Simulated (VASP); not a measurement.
**TiC (CsCl type): relaxation of cell and atoms with PBE**

Crystal: TiC (CsCl type).

```
Ti C
1.0
     2.56421    0.00000    0.00000
     0.00000    2.56421    0.00000
     0.00000    0.00000    2.56421
Ti C
1 1
Direct
  0.00000 0.00000 0.00000
  0.50000 0.50000 0.50000
```

```yaml
Program: VASP 6.6.1
Task: relaxation of cell and atoms
Functional: PBE
Potentials_or_basis: VASP PAW PBE potentials, release 64 (Ti_sv, C)
Cutoff: 600 eV
k_mesh: 15 × 15 × 15
Occupations: fermi-dirac, width 0.08 eV
Spin: no spin polarisation
Target_pressure: 51 GPa
Dipole_correction: no
Further_INCAR_settings: ALGO = Normal; EDIFF = 1e-07; IBRION = 2; EDIFFG = -0.005; NSW = 32; ISIF = 3
```

* Relaxed volume: 8.43 Å³/atom
* Relaxed cell: a = 2.565 Å, b = 2.565 Å, c = 2.565 Å, α = 90.00°, β = 90.00°, γ = 90.00°
* Space group after relaxing (to 0.05 Å): Pm-3m (No. 221)
* Energy change on relaxing (the enthalpy is what falls): -0.9 meV/atom
* Ionic steps: 3
* Pressure after relaxing: 50.9 GPa
* Band gap on the k mesh: zero (band 8 reaches 14.00 eV, above the bottom of band 9 at 11.20 eV)

Step by step:
| step | energy change (eV) | largest force (eV/Å) | pressure (GPa) | volume (Å³) |
| --- | --- | --- | --- | --- |
| 1 | 0.0000 | 0.0000 | 51.10 | 16.86 |
| 2 | -0.0041 | 0.0000 | 50.83 | 16.87 |
| 3 | -0.0019 | 0.0000 | 50.95 | 16.87 |

Final structure:
```
Ti C
1.0
     2.56451    0.00000    0.00000
     0.00000    2.56451    0.00000
     0.00000    0.00000    2.56451
Ti C
1 1
Cartesian
  0.0000 0.0000 0.0000
  1.2823 1.2823 1.2823
```

Levels at points of the mesh, in eV from the Fermi level:
```
           k point  band 6  band 7  band 8  band 9  band 10  band 11
(0.00, 0.00, 0.00)   -2.05   -2.05    1.77    1.77     1.77     4.01
```

Wall time 29 s on 1 thread of Intel(R) Xeon(R) 6975P-C (Granite Rapids) (shared host), peak memory 0.15 GiB.

Caveat: the cell is relaxed towards a set pressure, so the enthalpy falls and the energy may rise.
